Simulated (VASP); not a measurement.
# Li2TaSb2 (P4/mmm) in VASP: a series of runs

Li2TaSb2 is run at these levels: PBE; tasks: single point, relaxation of cell and atoms.

Everything below comes from runs of VASP 6.6.1. Logs are shortened: lines on timing, memory, paths and dates and some standing lists are left out, and cuts for length are marked.

## 1. The cell of the first run

It takes space group P4/mmm (No. 123, tetragonal). Conventional cell: a = 3.742 Å, b = 3.742 Å, c = 8.122 Å, α = 90.00°, β = 90.00°, γ = 90.00°. Li (site symmetry 4mm) has 1 Li at 2.50 Å and 5 Sb at 2.81 to 2.93 Å within 3.3 Å. Within 3.5 Å of Ta (site symmetry 4/mmm) lie 4 Sb at 2.65 Å. Within 3.9 Å of Sb (site symmetry 4/mmm) lie 8 Li at 2.93 Å and 4 Sb at 3.74 Å. Sb (site symmetry 4/mmm) has 4 Ta at 2.65 Å and 2 Li at 2.81 Å within 3.5 Å.

## 2. Single point, PBE

Contents of INCAR:

```
ALGO     = Normal         # electronic algorithm
EDIFF    = 1E-6           # SCF threshold, eV
ENCUT    = 520            # plane-wave cutoff, eV
GGA      = PE             # functional
ISIF     = 2              # what is computed and relaxed
ISMEAR   = 0              # smearing method
LASPH    = T              # aspherical terms in the spheres
LCHARG   = F              # write CHGCAR
LREAL    = F              # projectors in reciprocal space
LWAVE    = F              # write WAVECAR
NBANDS   = 22             # bands
NELM     = 100            # most SCF steps
PREC     = Accurate       # precision mode
SIGMA    = 0.1            # smearing width, eV
```

Contents of KPOINTS:

```
k-points
0
Gamma
  4 4 2
```

Contents of POSCAR:

```
Li2TaSb2
1.0
    3.7422005600      0.0000000000      0.0000000000
    0.0000000000      3.7422005600      0.0000000000
    0.0000000000      0.0000000000      8.1218783000
Li Ta Sb
2 1 2
Direct
    0.5000000000      0.5000000000      0.6540058400
    0.5000000000      0.5000000000      0.3459941600
    0.0000000000      0.0000000000      0.0000000000
    0.0000000000      0.0000000000      0.5000000000
    0.5000000000      0.5000000000      0.0000000000
```

Potentials or basis: VASP PAW PBE potentials, release 64 (Li_sv, Ta_pv, Sb).

Started as:

```
$ cat potpaw_PBE.64/Li_sv/POTCAR potpaw_PBE.64/Ta_pv/POTCAR potpaw_PBE.64/Sb/POTCAR > POTCAR
$ mpirun -np 1 vasp_std > vasp.out
```

OUTCAR:

```text
EDIFF = 1E-6
   ENCUT = 520
   GGA = PE
   ISIF = 2
   ISMEAR = 0
   LASPH = T
   LREAL = F
   NELM = 100
   PREC = Accurate

 ion  position               nearest neighbor table
   1  0.500  0.500  0.654-   2 2.50   5 2.81   4 2.93   4 2.93   4 2.93   4 2.93
   2  0.500  0.500  0.346-   1 2.50   5 2.81   4 2.93   4 2.93   4 2.93   4 2.93
   3  0.000  0.000  0.000-   5 2.65   5 2.65   5 2.65   5 2.65
   4  0.000  0.000  0.500-   1 2.93   1 2.93   1 2.93   1 2.93   2 2.93   2 2.93   2 2.93   2 2.93

   5  0.500  0.500  0.000-   3 2.65   3 2.65   3 2.65   3 2.65   2 2.81   1 2.81

  LATTYP: Found a simple tetragonal cell.
 ALAT       =     3.7422005600
 C/A-ratio  =     2.1703482135

  Lattice vectors:

 A1 = (   3.7422005600,   0.0000000000,   0.0000000000)
 A2 = (   0.0000000000,   3.7422005600,   0.0000000000)
 A3 = (   0.0000000000,   0.0000000000,   8.1218783000)

Analysis of symmetry for initial positions (statically):
=====================================================================
 Subroutine PRICEL returns:
 Original cell was already a primitive cell.

 Routine SETGRP: Setting up the symmetry group for a
 simple tetragonal supercell.

 Subroutine GETGRP returns: Found 16 space group operations
 (whereof 16 operations were pure point group operations)
 out of a pool of 16 trial point group operations.

The static configuration has the point symmetry D_4h.

Analysis of symmetry for dynamics (positions and initial velocities):
=====================================================================
 Subroutine PRICEL returns:
 Original cell was already a primitive cell.

 Routine SETGRP: Setting up the symmetry group for a
 simple tetragonal supercell.

 Subroutine GETGRP returns: Found 16 space group operations
 (whereof 16 operations were pure point group operations)
 out of a pool of 16 trial point group operations.

The dynamic configuration has the point symmetry D_4h.

 Subroutine INISYM returns: Found 16 space group operations
 (whereof 16 operations are pure point group operations),
 and found     1 'primitive' translations

----------------------------------------------------------------------------------------

                                     Primitive cell

  volume of cell :     113.7393

  direct lattice vectors                    reciprocal lattice vectors
     3.742200560  0.000000000  0.000000000     0.267222449  0.000000000  0.000000000
     0.000000000  3.742200560  0.000000000     0.000000000  0.267222449  0.000000000
     0.000000000  0.000000000  8.121878300     0.000000000  0.000000000  0.123124229

  length of vectors
     3.742200560  3.742200560  8.121878300     0.267222449  0.267222449  0.123124229

  position of ions in fractional coordinates (direct lattice)
     0.500000000  0.500000000  0.654005840
     0.500000000  0.500000000  0.345994160
     0.000000000  0.000000000  0.000000000
     0.000000000  0.000000000  0.500000000
     0.500000000  0.500000000  0.000000000

  ion indices of the primitive-cell ions
   primitive index   ion index
                 1           1
                 2           2
                 3           3
                 4           4
                 5           5

----------------------------------------------------------------------------------------

 KPOINTS: k-points

Automatic generation of k-mesh.
 Grid dimensions read from file:
 generate k-points for:    4    4    2

 Generating k-lattice:

  Cartesian coordinates                     Fractional coordinates (reciprocal lattice)
     0.066805612  0.000000000  0.000000000     0.250000000  0.000000000  0.000000000
     0.000000000  0.066805612  0.000000000     0.000000000  0.250000000  0.000000000
     0.000000000  0.000000000  0.061562114     0.000000000  0.000000000  0.500000000

  Length of vectors
     0.066805612  0.066805612  0.061562114

  Shift w.r.t. Gamma in fractional coordinates (k-lattice)
     0.000000000  0.000000000  0.000000000

 Subroutine IBZKPT returns following result:
 ===========================================

 Found     12 irreducible k-points:

 Following reciprocal coordinates:
            Coordinates               Weight
  0.000000  0.000000  0.000000      1.000000
  0.250000  0.000000  0.000000      4.000000
  0.500000  0.000000  0.000000      2.000000
  0.250000  0.250000  0.000000      4.000000
  0.500000  0.250000  0.000000      4.000000
  0.500000  0.500000  0.000000      1.000000
  0.000000  0.000000  0.500000      1.000000
  0.250000  0.000000  0.500000      4.000000
  0.500000  0.000000  0.500000      2.000000
  0.250000  0.250000  0.500000      4.000000
  0.500000  0.250000  0.500000      4.000000
  0.500000  0.500000  0.500000      1.000000
   k-points           NKPTS =     12   k-points in BZ     NKDIM =     12   number of bands    NBANDS=     22
   number of dos      NEDOS =    301   number of ions     NIONS =      5
   total plane-waves  NPLWV =  47040
   dimension x,y,z NGX =    28 NGY =   28 NGZ =   60
   dimension x,y,z NGXF=    56 NGYF=   56 NGZF=  120
   ions per type =               2   1   2
   NGX,Y,Z   is equivalent  to a cutoff of  12.44, 12.44, 12.28 a.u.
   NGXF,Y,Z  is equivalent  to a cutoff of  24.88, 24.88, 24.56 a.u.
 SYSTEM =  unknown system
   PREC   = accura    normal or accurate (medium, high low for compatibility)
   ISTART =      0    job   : 0-new  1-cont  2-samecut
   ICHARG =      2    charge: 1-file 2-atom 10-const
   ISPIN  =      1    spin polarized calculation?
   LNONCOLLINEAR =      F non collinear calculations
   LSORBIT =      F    spin-orbit coupling
   LASPH  =      T    aspherical Exc in radial PAW
   ENCUT  =  520.0 eV  38.22 Ry    6.18 a.u.   6.96  6.96 15.10*2*pi/ulx,y,z
   NELM   =    100;   NELMIN=  2; NELMDL= -5     # of ELM steps
   EDIFF  = 0.1E-05   stopping-criterion for ELM
   LREAL  =      F    real-space projection
   EDIFFG = 0.1E-04   stopping-criterion for IOM
   NSW    =      0    number of steps for IOM
   IBRION =     -1    ionic relax: 0-MD 1-quasi-New 2-CG
   NFREE  =      0    steps in history (QN), initial steepest desc. (CG)
   ISIF   =      2    stress and relaxation
   ISYM   =      2    0-nonsym 1-usesym 2-fastsym
   POTIM  = 0.5000    time-step for ionic-motion
   TEBEG  =    0.0;   TEEND  =   0.0 temperature during run
   PSTRESS=    0.0 pullay stress
   NELECT =      27.0000    total number of electrons
   NUPDOWN=      -1.0000    fix difference up-down
   EMIN   =  10.00;   EMAX   =-10.00  energy-range for DOS
   EFERMI =   0.00;   METHOD = LEGACY
   ISMEAR =     0;   SIGMA  =   0.10  broadening in eV -4-tet -1-fermi 0-gaus
   EFERMI_NEDOS =   21; number of points for ismear=-14 and -15
   IALGO  =     38    algorithm
   IMIX   =      4    mixing-type and parameters
     AMIX     =   0.40;   BMIX     =  1.00
     AMIX_MAG =   1.60;   BMIX_MAG =  1.00
  volume/ion in A,a.u.               =      22.75       153.51
  Fermi-wavevector in a.u.,A,eV,Ry     =   1.013661  1.915541 13.980092  1.027508
  Thomas-Fermi vector in A             =   2.146842
   LORBIT       =      0    0 simple, 1 ext, 2 COOP (PROOUT), +10 PAW based schemes
   GGA     = PE    functional components
   LHFCALC =     F    Hartree Fock is set to
   AEXX    =    0.0000 exact exchange contribution
   IVDW    =     0    specifies the selected vdW correction
   LEPSILON=     F    determine dielectric tensor
   LRPA    =     F    only Hartree local field effects (RPA)
 non-spin polarized calculation
 Gauss-broadening in eV      SIGMA  =   0.10
  energy-cutoff  :      520.00
  volume of cell :      113.74
 maximum number of plane-waves:      3092
 NGX is ok and might be reduce to    28
   NGX = 13   NGY = 13   NGZ = 31

 number of electron      26.9999985 magnetization

 Free energy of the ion-electron system (eV)
  ---------------------------------------------------
  ext. energy  EPLUGINS =         0.00000000
  ---------------------------------------------------
  free energy    TOTEN  =       -22.82505716 eV

  energy without entropy =      -22.79251780  energy(sigma->0) =      -22.80878748

 E-fermi :   4.8558     XC(G=0):  -9.3549

 val. band max:        4.7977262397   @ k =   0.5000   0.0000   0.0000
 cond. band min:       4.8653727900   @ k =   0.0000   0.0000   0.0000
 fundamental gap:      0.0676465503
 Fermi energy:         4.8557771920

 k-point     1 :       0.0000    0.0000    0.0000
  band No.  band energies     occupation
      1     -41.6088      2.00000
      2     -41.5840      2.00000
      3     -30.3011      2.00000
      4     -30.3011      2.00000
      5     -30.1777      2.00000
      6      -6.7353      2.00000
[... 14 lines left out ...]
     21      10.0194      0.00000
     22      10.2601      0.00000

 k-point     2 :       0.2500    0.0000    0.0000
  band No.  band energies     occupation
      1     -41.6085      2.00000
      2     -41.5838      2.00000
      3     -30.3327      2.00000
      4     -30.2883      2.00000
      5     -30.1748      2.00000
      6      -5.9772      2.00000
[... 14 lines left out ...]
     21      10.0036      0.00000
     22      11.5626      0.00000

 k-point     3 :       0.5000    0.0000    0.0000
  band No.  band energies     occupation
      1     -41.6082      2.00000
      2     -41.5835      2.00000
      3     -30.3639      2.00000
      4     -30.2754      2.00000
      5     -30.1719      2.00000
      6      -4.6895      2.00000
[... 14 lines left out ...]
     21      10.3647      0.00000
     22      10.4858      0.00000

 k-point     4 :       0.2500    0.2500    0.0000
  band No.  band energies     occupation
      1     -41.6082      2.00000
      2     -41.5836      2.00000
      3     -30.3280      2.00000
      4     -30.3205      2.00000
      5     -30.1725      2.00000
      6      -5.4758      2.00000
[... 14 lines left out ...]
     21       9.8223      0.00000
     22      10.3250      0.00000

 k-point     5 :       0.5000    0.2500    0.0000
  band No.  band energies     occupation
      1     -41.6079      2.00000
      2     -41.5833      2.00000
      3     -30.3599      2.00000
      4     -30.3158      2.00000
      5     -30.1701      2.00000
      6      -4.8775      2.00000
[... 14 lines left out ...]
     21       9.2672      0.00000
     22       9.7023      0.00000

 k-point     6 :       0.5000    0.5000    0.0000
  band No.  band energies     occupation
      1     -41.6076      2.00000
      2     -41.5831      2.00000
      3     -30.3559      2.00000
      4     -30.3559      2.00000
      5     -30.1684      2.00000
      6      -5.0547      2.00000
[... 14 lines left out ...]
     21       8.6240      0.00000
     22       8.6240      0.00000

 k-point     7 :       0.0000    0.0000    0.5000
  band No.  band energies     occupation
      1     -41.6088      2.00000
      2     -41.5840      2.00000
      3     -30.3011      2.00000
      4     -30.3011      2.00000
      5     -30.1777      2.00000
      6      -6.7253      2.00000
[... 14 lines left out ...]
     21      10.1245      0.00000
     22      10.3196      0.00000

 k-point     8 :       0.2500    0.0000    0.5000
  band No.  band energies     occupation
      1     -41.6085      2.00000
      2     -41.5838      2.00000
      3     -30.3327      2.00000
      4     -30.2883      2.00000
      5     -30.1748      2.00000
      6      -5.9657      2.00000
[... 14 lines left out ...]
     21       9.9163      0.00000
     22      11.3751      0.00000

 k-point     9 :       0.5000    0.0000    0.5000
  band No.  band energies     occupation
      1     -41.6083      2.00000
      2     -41.5835      2.00000
      3     -30.3639      2.00000
      4     -30.2754      2.00000
      5     -30.1719      2.00000
      6      -4.6883      2.00000
[... 14 lines left out ...]
     21      10.5566      0.00000
     22      10.9017      0.00000

 k-point    10 :       0.2500    0.2500    0.5000
  band No.  band energies     occupation
      1     -41.6082      2.00000
      2     -41.5835      2.00000
      3     -30.3280      2.00000
      4     -30.3205      2.00000
      5     -30.1725      2.00000
      6      -5.4668      2.00000
[... 14 lines left out ...]
     21       9.6920      0.00000
     22       9.9707      0.00000

 k-point    11 :       0.5000    0.2500    0.5000
  band No.  band energies     occupation
      1     -41.6080      2.00000
      2     -41.5833      2.00000
      3     -30.3599      2.00000
      4     -30.3158      2.00000
      5     -30.1701      2.00000
      6      -4.8769      2.00000
[... 14 lines left out ...]
     21       8.8304      0.00000
     22       8.9648      0.00000

 k-point    12 :       0.5000    0.5000    0.5000
  band No.  band energies     occupation
      1     -41.6076      2.00000
      2     -41.5831      2.00000
      3     -30.3559      2.00000
      4     -30.3559      2.00000
      5     -30.1684      2.00000
      6      -5.0546      2.00000
[... 14 lines left out ...]
     21       8.2113      0.00000
     22       8.2113      0.00000

------------------------ aborting loop because EDIFF is reached ----------------------------------------

  FORCE on cell =-STRESS in cart. coord.  units (eV):
  Direction    XX          YY          ZZ          XY          YZ          ZX
  --------------------------------------------------------------------------------------
  -------------------------------------------------------------------------------------
  Total        3.8158854      3.8158854     -1.2142703      0.0000000      0.0000000      0.0000000
  in kB       53.7520846     53.7520846    -17.1046956      0.0000000      0.0000000      0.0000000
  external PRESSURE =      30.1331579 kB  Pullay stress =       0.0000000 kB

 VOLUME and BASIS-vectors are now :
 -----------------------------------------------------------------------------
  energy-cutoff  :      520.00
  volume of cell :      113.74
      direct lattice vectors                 reciprocal lattice vectors
     3.742200560  0.000000000  0.000000000     0.267222449  0.000000000  0.000000000
     0.000000000  3.742200560  0.000000000     0.000000000  0.267222449  0.000000000
     0.000000000  0.000000000  8.121878300     0.000000000  0.000000000  0.123124229

 POSITION                                       TOTAL-FORCE (eV/Angst)
 -----------------------------------------------------------------------------------
      1.87110      1.87110      5.31176         0.000000      0.000000      0.455227
      1.87110      1.87110      2.81012        -0.000000     -0.000000     -0.455227
      0.00000      0.00000      0.00000         0.000000      0.000000      0.000000
      0.00000      0.00000      4.06094         0.000000      0.000000      0.000000
      1.87110      1.87110      0.00000         0.000000      0.000000      0.000000
 -----------------------------------------------------------------------------------
    total drift:                                0.000000      0.000000      0.000000

  FREE ENERGIE OF THE ION-ELECTRON SYSTEM (eV)
  ---------------------------------------------------
  free  energy   TOTEN  =       -22.8250571577 eV

  energy  without entropy=      -22.7925177989  energy(sigma->0) =      -22.80878748
```

It took 14 s on 1 thread of AMD EPYC 9R45 (Zen 5), shared host; peak memory 0.19 GiB.

What came out:

```
Free energy   : -22.8251 eV
Largest force : 0.455 eV/Å
```

Forces in eV/Å, atoms in the order of the input:
```
Li   0.000  0.000  0.455
Li   0.000  0.000 -0.455
Ta   0.000  0.000  0.000
Sb   0.000  0.000  0.000
Sb   0.000  0.000  0.000
```

Caveat: the k points lie up to 0.42 Å⁻¹ apart; the cutoff is under 1.25 times the usual one of these potentials, so pressure, stress and relaxed cells hold a basis-set (Pulay) error; spin-orbit coupling is left out, which moves the levels of the heavy elements.

## 3. Single point, PBE

This run uses another cell than the first one, of 22.87 Å³/atom, 1.006 times its volume.

Contents of INCAR:

```
SYSTEM = Li2TaSb2
PREC = Accurate ; ENCUT = 520
EDIFF = 1E-6 ; ISMEAR = 0
SIGMA = 0.1 ; LREAL = .False.
LASPH = .True. ; NELM = 80
ALGO = Normal ; ISIF = 2
LWAVE = .False. ; LCHARG = .False.
GGA = PE ; NBANDS = 22
```

Contents of KPOINTS:

```
regular mesh
0
Gamma
  4 4 2
  0 0 0
```

Contents of POSCAR:

```
Li2TaSb2
1.0
    3.8485650796      0.0000000000      0.0000000000
    0.0000000000      3.8485650796      0.0000000000
    0.0000000000      0.0000000000      7.7214419326
Li Ta Sb
2 1 2
Direct
    0.5000000000      0.5000000000      0.6640866385
    0.5000000000      0.5000000000      0.3359133615
    0.0000000000      0.0000000000      0.0000000000
    0.0000000000      0.0000000000      0.5000000000
    0.5000000000      0.5000000000      0.0000000000
```

Potentials or basis: VASP PAW PBE potentials, release 64 (Li_sv, Ta_pv, Sb).

Started as:

```
$ cat potpaw_PBE.64/Li_sv/POTCAR potpaw_PBE.64/Ta_pv/POTCAR potpaw_PBE.64/Sb/POTCAR > POTCAR
$ mpirun -np 1 vasp_std > vasp.out
```

Run time: 16 s. Hardware: 1 thread of AMD EPYC 9R45 (Zen 5), shared host; peak memory 0.2 GiB.

It converged, with:

```
Free energy   : -23.0127 eV
Largest force : 0.032 eV/Å
```

Forces on the atoms (eV/Å):
```
Li   0.000  0.000 -0.032
Li   0.000  0.000  0.032
Ta   0.000  0.000  0.000
Sb   0.000  0.000  0.000
Sb   0.000  0.000  0.000
```

Levels at points of the mesh, in eV from the Fermi level:
```tsv
k point	band 10	band 11	band 12	band 13	band 14	band 15	band 16	band 17
(0.00, 0.00, 0.00)	-0.56	-0.46	-0.27	-0.27	0.08	0.43	0.43	0.81
(0.50, 0.00, 0.00)	-3.52	-3.33	-1.87	-0.04	0.65	0.96	1.82	2.51
(0.50, 0.50, 0.00)	-2.42	-2.42	-1.38	-1.08	-1.08	-0.33	0.06	0.94
(0.00, 0.00, 0.50)	-2.03	-0.10	-0.10	0.06	0.06	0.08	1.03	1.03
(0.50, 0.00, 0.50)	-3.33	-2.89	-2.02	0.57	0.96	1.60	1.83	1.96
(0.50, 0.50, 0.50)	-2.95	-2.95	-1.45	-1.39	-0.59	-0.59	0.91	1.58
```

Caveat: the k points lie up to 0.41 Å⁻¹ apart; the cutoff is under 1.25 times the usual one of these potentials, so pressure, stress and relaxed cells hold a basis-set (Pulay) error; spin-orbit coupling is left out, which moves the levels of the heavy elements.

[end of part 1 of 2]
